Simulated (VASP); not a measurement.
# PbS (Fm-3m) in VASP: single point with r2SCAN

Aim: the single point of PbS with r2SCAN.

Everything below comes from runs of VASP 6.6.1. Logs are shortened: lines on timing, memory, paths and dates and some standing lists are left out, and cuts for length are marked.

### 1 The cell of the first run

It takes space group Fm-3m (No. 225, cubic). Conventional cell: a = 5.915 Å, b = 5.915 Å, c = 5.915 Å, α = 90.00°, β = 90.00°, γ = 90.00°. Pb (site symmetry m-3m) has 6 S at 2.96 Å within 3.9 Å. Within 3.9 Å of S (site symmetry m-3m) lie 6 Pb at 2.96 Å.

### 2 Single point, r2SCAN

The input, POSCAR:

```
PbS
1.0
    0.0000000000      2.9577284000      2.9577284000
    2.9577284000      0.0000000000      2.9577284000
    2.9577284000      2.9577284000      0.0000000000
Pb S
1 1
Direct
    0.0000000000      0.0000000000      0.0000000000
    0.5000000000      0.5000000000      0.5000000000
```

The input, INCAR.step1:

```
  ALGO = Normal
  EDIFF = 1E-4
  ENCUT = 520
  GGA = PE
  ISMEAR = 1
  LASPH = T
  LCHARG = F
  LREAL = F
  LWAVE = T
  NBANDS = 17
  NELM = 80
  PREC = Accurate
  SIGMA = 0.0943
```

The input, INCAR.step2:

```
  ALGO = Normal
  EDIFF = 1E-6
  ENCUT = 520
  ISIF = 2
  ISMEAR = 1
  ISTART = 1
  LASPH = T
  LCHARG = F
  LMIXTAU = T
  LREAL = F
  LWAVE = F
  METAGGA = R2SCAN
  NBANDS = 17
  NELM = 80
  PREC = Accurate
  SIGMA = 0.0943
```

The input, KPOINTS:

```
k-points
0
Gamma
  8 8 8
```

Potentials or basis: VASP PAW PBE potentials, release 64 (Pb_d, S).

Command:

```
cat potpaw_PBE.64/Pb_d/POTCAR potpaw_PBE.64/S/POTCAR > POTCAR
cp INCAR.step1 INCAR
mpirun -np 1 vasp_std > vasp.out
cp INCAR.step2 INCAR
mpirun -np 1 vasp_std > vasp.out
```

OUTCAR:

```text
EDIFF = 1E-6
   ENCUT = 520
   ISIF = 2
   ISMEAR = 1
   ISTART = 1
   LASPH = T
   LREAL = F
   METAGGA = R2SCAN
   NELM = 80
   PREC = Accurate

 ion  position               nearest neighbor table
   1  0.000  0.000  0.000-   2 2.96   2 2.96   2 2.96   2 2.96   2 2.96   2 2.96
   2  0.500  0.500  0.500-   1 2.96   1 2.96   1 2.96   1 2.96   1 2.96   1 2.96

  LATTYP: Found a face centered cubic cell.
 ALAT       =     5.9154568000

  Lattice vectors:

 A1 = (   0.0000000000,   2.9577284000,   2.9577284000)
 A2 = (   2.9577284000,   0.0000000000,   2.9577284000)
 A3 = (   2.9577284000,   2.9577284000,   0.0000000000)

Analysis of symmetry for initial positions (statically):
=====================================================================
 Subroutine PRICEL returns:
 Original cell was already a primitive cell.

 Routine SETGRP: Setting up the symmetry group for a
 face centered cubic supercell.

 Subroutine GETGRP returns: Found 48 space group operations
 (whereof 48 operations were pure point group operations)
 out of a pool of 48 trial point group operations.

The static configuration has the point symmetry O_h .

Analysis of symmetry for dynamics (positions and initial velocities):
=====================================================================
 Subroutine PRICEL returns:
 Original cell was already a primitive cell.

 Routine SETGRP: Setting up the symmetry group for a
 face centered cubic supercell.

 Subroutine GETGRP returns: Found 48 space group operations
 (whereof 48 operations were pure point group operations)
 out of a pool of 48 trial point group operations.

The dynamic configuration has the point symmetry O_h .

 Subroutine INISYM returns: Found 48 space group operations
 (whereof 48 operations are pure point group operations),
 and found     1 'primitive' translations

----------------------------------------------------------------------------------------

                                     Primitive cell

  volume of cell :      51.7493

  direct lattice vectors                    reciprocal lattice vectors
     0.000000000  2.957728400  2.957728400    -0.169048652  0.169048652  0.169048652
     2.957728400  0.000000000  2.957728400     0.169048652 -0.169048652  0.169048652
     2.957728400  2.957728400  0.000000000     0.169048652  0.169048652 -0.169048652

  length of vectors
     4.182859617  4.182859617  4.182859617     0.292800855  0.292800855  0.292800855

  position of ions in fractional coordinates (direct lattice)
     0.000000000  0.000000000  0.000000000
     0.500000000  0.500000000  0.500000000

  ion indices of the primitive-cell ions
   primitive index   ion index
                 1           1
                 2           2

----------------------------------------------------------------------------------------

 KPOINTS: k-points

Automatic generation of k-mesh.
 Grid dimensions read from file:
 generate k-points for:    8    8    8

 Generating k-lattice:

  Cartesian coordinates                     Fractional coordinates (reciprocal lattice)
    -0.021131082  0.021131082  0.021131082     0.125000000  0.000000000  0.000000000
     0.021131082 -0.021131082  0.021131082     0.000000000  0.125000000  0.000000000
     0.021131082  0.021131082 -0.021131082     0.000000000  0.000000000  0.125000000

  Length of vectors
     0.036600107  0.036600107  0.036600107

  Shift w.r.t. Gamma in fractional coordinates (k-lattice)
     0.000000000  0.000000000  0.000000000

 Subroutine IBZKPT returns following result:
 ===========================================

 Found     29 irreducible k-points:

 Following reciprocal coordinates:
            Coordinates               Weight
  0.000000  0.000000  0.000000      1.000000
  0.125000  0.000000  0.000000      8.000000
  0.250000  0.000000  0.000000      8.000000
  0.375000  0.000000  0.000000      8.000000
  0.500000  0.000000  0.000000      4.000000
  0.125000  0.125000  0.000000      6.000000
[... 16 lines left out ...]
  0.500000  0.250000  0.125000     48.000000
 -0.375000  0.250000  0.125000     24.000000
 [... further k-points ...]
   k-points           NKPTS =     29   k-points in BZ     NKDIM =     29   number of bands    NBANDS=     17
   number of dos      NEDOS =    301   number of ions     NIONS =      2
   total plane-waves  NPLWV =  32768
   dimension x,y,z NGX =    32 NGY =   32 NGZ =   32
   dimension x,y,z NGXF=    64 NGYF=   64 NGZF=   64
   ions per type =               1   1
   NGX,Y,Z   is equivalent  to a cutoff of  12.72, 12.72, 12.72 a.u.
   NGXF,Y,Z  is equivalent  to a cutoff of  25.44, 25.44, 25.44 a.u.
 SYSTEM =  unknown system
   PREC   = accura    normal or accurate (medium, high low for compatibility)
   ISTART =      1    job   : 0-new  1-cont  2-samecut
   ICHARG =      0    charge: 1-file 2-atom 10-const
   ISPIN  =      1    spin polarized calculation?
   LNONCOLLINEAR =      F non collinear calculations
   LSORBIT =      F    spin-orbit coupling
   LASPH  =      T    aspherical Exc in radial PAW
   ENCUT  =  520.0 eV  38.22 Ry    6.18 a.u.   7.78  7.78  7.78*2*pi/ulx,y,z
   NELM   =     80;   NELMIN=  2; NELMDL=  0     # of ELM steps
   EDIFF  = 0.1E-05   stopping-criterion for ELM
   LREAL  =      F    real-space projection
   EDIFFG = 0.1E-04   stopping-criterion for IOM
   NSW    =      0    number of steps for IOM
   IBRION =     -1    ionic relax: 0-MD 1-quasi-New 2-CG
   NFREE  =      0    steps in history (QN), initial steepest desc. (CG)
   ISIF   =      2    stress and relaxation
   ISYM   =      2    0-nonsym 1-usesym 2-fastsym
   POTIM  = 0.5000    time-step for ionic-motion
   TEBEG  =    0.0;   TEEND  =   0.0 temperature during run
   PSTRESS=    0.0 pullay stress
   NELECT =      20.0000    total number of electrons
   NUPDOWN=      -1.0000    fix difference up-down
   EMIN   =  10.00;   EMAX   =-10.00  energy-range for DOS
   EFERMI =   0.00;   METHOD = LEGACY
   ISMEAR =     1;   SIGMA  =   0.09  broadening in eV -4-tet -1-fermi 0-gaus
   EFERMI_NEDOS =   21; number of points for ismear=-14 and -15
   IALGO  =     38    algorithm
   IMIX   =      4    mixing-type and parameters
     AMIX     =   0.40;   BMIX     =  1.00
     AMIX_MAG =   1.60;   BMIX_MAG =  1.00
  volume/ion in A,a.u.               =      25.87       174.61
  Fermi-wavevector in a.u.,A,eV,Ry     =   1.192477  2.253454 19.347491  1.422000
  Thomas-Fermi vector in A             =   2.328514
   LORBIT       =      0    0 simple, 1 ext, 2 COOP (PROOUT), +10 PAW based schemes
   METAGGA = R2SCAN    functional components
   LHFCALC =     F    Hartree Fock is set to
   AEXX    =    0.0000 exact exchange contribution
   IVDW    =     0    specifies the selected vdW correction
   LEPSILON=     F    determine dielectric tensor
   LRPA    =     F    only Hartree local field effects (RPA)
 non-spin polarized calculation
 Methfessel and Paxton  Order N= 1 SIGMA  =   0.09
  energy-cutoff  :      520.00
  volume of cell :       51.75
 maximum number of plane-waves:      1411
   NGX = 15   NGY = 15   NGZ = 15

 number of electron      19.9999997 magnetization

 Free energy of the ion-electron system (eV)
  ---------------------------------------------------
  ext. energy  EPLUGINS =         0.00000000
  ---------------------------------------------------
  free energy    TOTEN  =       -65.60297676 eV

  energy without entropy =      -65.60301948  energy(sigma->0) =      -65.60299100

 E-fermi :   5.9098     XC(G=0): -10.2967

 val. band max:        5.8303685924   @ k =   0.5000   0.0000   0.0000
 cond. band min:       6.4193798668   @ k =   0.5000   0.0000   0.0000
 fundamental gap:      0.5890112743
 Fermi energy:         5.9097580866

 k-point     1 :       0.0000    0.0000    0.0000
  band No.  band energies     occupation
      1     -11.6543      2.00000
      2     -11.6543      2.00000
      3     -11.6543      2.00000
      4     -11.6388      2.00000
      5     -11.6388      2.00000
      6      -8.4812      2.00000
[... 9 lines left out ...]
     16      12.9259      0.00000
     17      14.8536      0.00000

 k-point     2 :       0.1250    0.0000    0.0000
  band No.  band energies     occupation
      1     -11.6536      2.00000
      2     -11.6516      2.00000
      3     -11.6516      2.00000
      4     -11.6396      2.00000
      5     -11.6396      2.00000
      6      -8.3435      2.00000
[... 9 lines left out ...]
     16      13.3123      0.00000
     17      16.1329      0.00000

 k-point     3 :       0.2500    0.0000    0.0000
  band No.  band energies     occupation
      1     -11.6598      2.00000
      2     -11.6598      2.00000
      3     -11.6522      2.00000
      4     -11.6270      2.00000
      5     -11.6270      2.00000
      6      -7.9620      2.00000
[... 9 lines left out ...]
     16      14.1955      0.00000
     17      18.2995      0.00000

 k-point     4 :       0.3750    0.0000    0.0000
  band No.  band energies     occupation
      1     -11.6713      2.00000
      2     -11.6713      2.00000
      3     -11.6515      2.00000
      4     -11.6110      2.00000
      5     -11.6110      2.00000
      6      -7.4704      2.00000
[... 9 lines left out ...]
     16      15.4634      0.00000
     17      18.2168      0.00000
[... 343 lines left out ...]
      1     -11.6955      2.00000
      2     -11.6580      2.00000
      3     -11.6460      2.00000
      4     -11.6244      2.00000
      5     -11.6154      2.00000
      6      -7.6256      2.00000
[... 9 lines left out ...]
     16      16.2355      0.00000
     17      16.5214      0.00000

 k-point    23 :       0.5000    0.2500    0.1250
  band No.  band energies     occupation
      1     -11.7136      2.00000
      2     -11.6547      2.00000
      3     -11.6476      2.00000
      4     -11.6196      2.00000
      5     -11.6078      2.00000
      6      -7.1835      2.00000
[... 9 lines left out ...]
     16      16.6207      0.00000
     17      17.7279      0.00000

 k-point    24 :      -0.3750    0.2500    0.1250
  band No.  band energies     occupation
      1     -11.7203      2.00000
      2     -11.6584      2.00000
      3     -11.6385      2.00000
      4     -11.6247      2.00000
      5     -11.6028      2.00000
      6      -6.9616      2.00000
[... 9 lines left out ...]
     16      17.2445      0.00000
     17      17.6359      0.00000

 [... further k-points ...]

------------------------ aborting loop because EDIFF is reached ----------------------------------------

  FORCE on cell =-STRESS in cart. coord.  units (eV):
  Direction    XX          YY          ZZ          XY          YZ          ZX
  --------------------------------------------------------------------------------------
  -------------------------------------------------------------------------------------
  Total        0.5857771      0.5857771      0.5857771      0.0000000      0.0000000      0.0000000
  in kB       18.1358575     18.1358575     18.1358575      0.0000000      0.0000000      0.0000000
  external PRESSURE =      18.1358575 kB  Pullay stress =       0.0000000 kB

 VOLUME and BASIS-vectors are now :
 -----------------------------------------------------------------------------
  energy-cutoff  :      520.00
  volume of cell :       51.75
      direct lattice vectors                 reciprocal lattice vectors
     0.000000000  2.957728400  2.957728400    -0.169048652  0.169048652  0.169048652
     2.957728400  0.000000000  2.957728400     0.169048652 -0.169048652  0.169048652
     2.957728400  2.957728400  0.000000000     0.169048652  0.169048652 -0.169048652

 POSITION                                       TOTAL-FORCE (eV/Angst)
 -----------------------------------------------------------------------------------
      0.00000      0.00000      0.00000        -0.000000      0.000000     -0.000000
      2.95773      2.95773      2.95773         0.000000     -0.000000      0.000000
 -----------------------------------------------------------------------------------
    total drift:                                0.000000     -0.000000     -0.000000

  FREE ENERGIE OF THE ION-ELECTRON SYSTEM (eV)
  ---------------------------------------------------
  free  energy   TOTEN  =       -65.6029767613 eV

  energy  without entropy=      -65.6030194755  energy(sigma->0) =      -65.60299100
```

Wall time 72 s (1 thread of Intel Xeon Platinum 8259CL at 2.50GHz (Skylake/Cascade Lake), shared host); peak memory 0.19 GiB.

Results:

```
Free energy            : -65.6030 eV
Pressure               : 1.8 GPa
Band gap on the k mesh : 0.59 eV, direct
```

Caveat: the PAW data sets were made with another functional, which shifts forces and pressure a little; spin-orbit coupling is left out, which moves the levels of the heavy elements. A k mesh can miss the band edges.
